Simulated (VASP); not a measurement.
Here is a VASP 6.6.1 calculation.

INCAR

```
ALGO = Normal
EDIFF = 1E-7
ENCUT = 520
GGA = PS
ISIF = 2
ISMEAR = 0
LASPH = T
LCHARG = F
LREAL = F
LWAVE = F
NBANDS = 90
NELM = 100
PREC = Accurate
SIGMA = 0.1
```

Contents of KPOINTS:

```
k-points
0
Gamma
  3 3 3
```

The input POSCAR:

```
Ga
1.0
    3.4887318110      2.0142202502      6.0941937169
   -3.4887318110      2.0142202502      6.0941937169
    0.0000000000     -4.0284405003      6.0941937169
Ga
12
Direct
    0.0186825236      0.6423922587      0.0186825236
    0.0186825236      0.0186825236      0.6423922587
    0.6423922587      0.0186825236      0.0186825236
    0.9813174764      0.3576077413      0.9813174764
    0.3576077413      0.9813174764      0.9813174764
    0.9813174764      0.9813174764      0.3576077413
    0.2329065235      0.6153264374      0.2329065235
    0.2329065235      0.2329065235      0.6153264374
    0.6153264374      0.2329065235      0.2329065235
    0.7670934765      0.3846735626      0.7670934765
    0.3846735626      0.7670934765      0.7670934765
    0.7670934765      0.7670934765      0.3846735626
```

Potentials or basis: VASP PAW PBE potentials, release 64 (Ga_d).

The run is started by

```sh
$ cat potpaw_PBE.64/Ga_d/POTCAR > POTCAR
$ mpirun -np 1 vasp_std > vasp.out
```

(1) Predict the largest force.

(2) Estimate the band gap on the k mesh.

## Answers

(1) 0.011 eV/Å.

(2) zero (band 78 reaches 5.11 eV, above the bottom of band 79 at 3.51 eV).

Caveat: the k points lie up to 0.37 Å⁻¹ apart; the PAW data sets were made with another functional, which shifts forces and pressure a little.
